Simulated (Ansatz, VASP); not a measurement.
Two plane-wave programs on Al2Cu

File INCAR:

```
PREC = Accurate
ENCUT = 520
EDIFF = 1E-6
ISMEAR = 0
SIGMA = 0.15
LREAL = F
LASPH = T
NELM = 100
ALGO = Fast
ISIF = 2
LWAVE = F
LCHARG = T
GGA = PS
LELF = T
LVHAR = T
NBANDS = 26
```

Contents of KPOINTS:

```
regular mesh
0
Gamma
  12 10 10
```

File POSCAR:

```
Al2Cu
1.0
    4.0841721965      0.0000000000      0.0000000000
    0.0000000000      4.0841721965      2.8463947513
    0.0000000000     -4.0841721965      2.8463947513
Al Cu
4 2
Direct
    0.5000000000      0.7500000000      0.7500000000
    0.5000000000      0.2500000000      0.2500000000
    0.0000000000      0.5000000000      0.0000000000
    0.0000000000      0.0000000000      0.5000000000
    0.0000000000      0.0000000000      1.0000000000
    0.0000000000      0.5000000000      0.5000000000
```

Input for Ansatz:

```yaml
crystal:
  lattice:
    - [4.0841721965, 0.0, 0.0]
    - [0.0, 4.0841721965, 2.8463947513]
    - [0.0, -4.0841721965, 2.8463947513]
  atoms:
    - { symbol: Al, position: [0.5, 0.75, 0.75] }
    - { symbol: Al, position: [0.5, 0.25, 0.25] }
    - { symbol: Al, position: [0.0, 0.5, 0.0] }
    - { symbol: Al, position: [0.0, 0.0, 0.5] }
    - { symbol: Cu, position: [0.0, 0.0, 1.0] }
    - { symbol: Cu, position: [0.0, 0.5, 0.5] }
basis:
  ecutwfc: 420
kpoints:
  mp_grid: { grid: [12, 10, 10] }
hamiltonian:
  xc: pbesol
scf:
  occupations: { method: gaussian, width: 0.15 }
output:
  forces: true
  stress: true
  eigenvalues: true
```

Alike in both runs: task single point; functional PBEsol; k mesh 12 × 10 × 10; occupations gaussian, width 0.15 eV; no spin polarisation.

```csv
,VASP,Ansatz
version,VASP 6.6.1,Ansatz 0.2.0
potentials or method,"VASP PAW PBE potentials, release 64 (Al, Cu), cutoff 520 eV","scalar-relativistic, plane waves, PAW"
valence electrons in the cell,34,50
```

Ansatz gave:

```
gap on the k mesh at the Fermi level (eV)                     : none
pressure (GPa)                                                : 0.1
traceless stress, the component that is largest in VASP (GPa) : 0.47
```

Question: What did VASP give for the same quantities?

Answer: gap on the k mesh at the Fermi level (eV): none; pressure (GPa): 0.3; traceless stress, the component that is largest in VASP (GPa): 0.47.

VASP's potentials were made for PBE, not for PBEsol. A gap of «none» marks a metal or a gap that the smearing closes. VASP's potentials hold 34 valence electrons a cell and Ansatz's 50, so a difference there can come from the potentials and not from the codes.
